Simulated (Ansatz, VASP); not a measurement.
# Two plane-wave programs on AlN

```
Al N
1.0
     3.12055    0.00000    0.00000
    -1.56027    2.70247    0.00000
     0.00000    0.00000   20.22327
Al N
8 8
Direct
  0.33333 0.66667 0.82754
  0.00000 0.00000 0.70199
  0.66667 0.33333 0.32854
  0.66667 0.33333 0.57749
  0.00000 0.00000 0.45300
  0.33333 0.66667 0.07750
  0.00000 0.00000 0.20305
  0.66667 0.33333 0.95303
  0.66667 0.33333 0.04723
  0.66667 0.33333 0.67170
  0.33333 0.66667 0.92226
  0.00000 0.00000 0.29777
  0.00000 0.00000 0.79673
  0.00000 0.00000 0.54720
  0.33333 0.66667 0.17224
  0.66667 0.33333 0.42273
```

Alike in both runs: functional PBE; k mesh 12 × 12 × 2; occupations gaussian, width 0.02 eV; no spin polarisation.

Ansatz relaxed the structure, and its values are those at the end. VASP's run is a single point on that final structure, the one shown.

```csv
,VASP,Ansatz
version,VASP 6.6.1,Ansatz 0.2.0
potentials or method,"VASP PAW PBE potentials, release 64 (Al, N), cutoff 520 eV","scalar-relativistic, plane waves, PAW"
valence electrons in the cell,64,64
```

|  | VASP | Ansatz | Ansatz less VASP |
| --- | --- | --- | --- |
| gap on the k mesh at the Fermi level (eV) | 3.79 | 3.80 | +0.006 |
| least direct gap on the mesh (eV) | 4.00 | 3.99 | -0.009 |
| pressure (GPa) | -0.3 | 0.0 | +0.30 |

The functional is the same, so the differences come from potentials, cutoffs and numerics.
